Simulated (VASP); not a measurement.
Input of a VASP 6.6.1 run:

File INCAR:

```
SYSTEM = Se
  PREC = Accurate
  ENCUT = 520
  EDIFF = 1E-7
  ISMEAR = 0
  SIGMA = 0.1
  LREAL = .FALSE.
  LASPH = .TRUE.
  NELM = 100
  ALGO = Fast
  ISIF = 2
  LWAVE = .FALSE.
  LCHARG = .FALSE.
  GGA = PE
  NBANDS = 34
```

File KPOINTS:

```
regular mesh
0
G
  8 8 8
  0 0 0
```

POSCAR

```
Se
1.0
    5.4991160783      0.0000000000      0.0000000000
    0.0000000000      5.4991160783      0.0000000000
    0.0000000000      0.0000000000      5.4991160783
Se
8
Direct
    0.5000000000      0.5000000000      0.5000000000
    0.0000000000      0.0000000000      0.0000000000
    0.2500000000      0.0000000000      0.5000000000
    0.5000000000      0.2500000000      0.0000000000
    0.5000000000      0.7500000000      0.0000000000
    0.7500000000      0.0000000000      0.5000000000
    0.0000000000      0.5000000000      0.7500000000
    0.0000000000      0.5000000000      0.2500000000
```

Potentials or basis: VASP PAW PBE potentials, release 64 (Se).

Run with:

```sh
$ cat potpaw_PBE.64/Se/POTCAR > POTCAR
$ mpirun -np 1 vasp_std > vasp.out
```

Question: Estimate the pressure.

Answer: 0.0 GPa.

Question: Estimate the band gap on the k mesh.

Answer: Zero (bands 24 and 25 overlap by 1.46 eV).
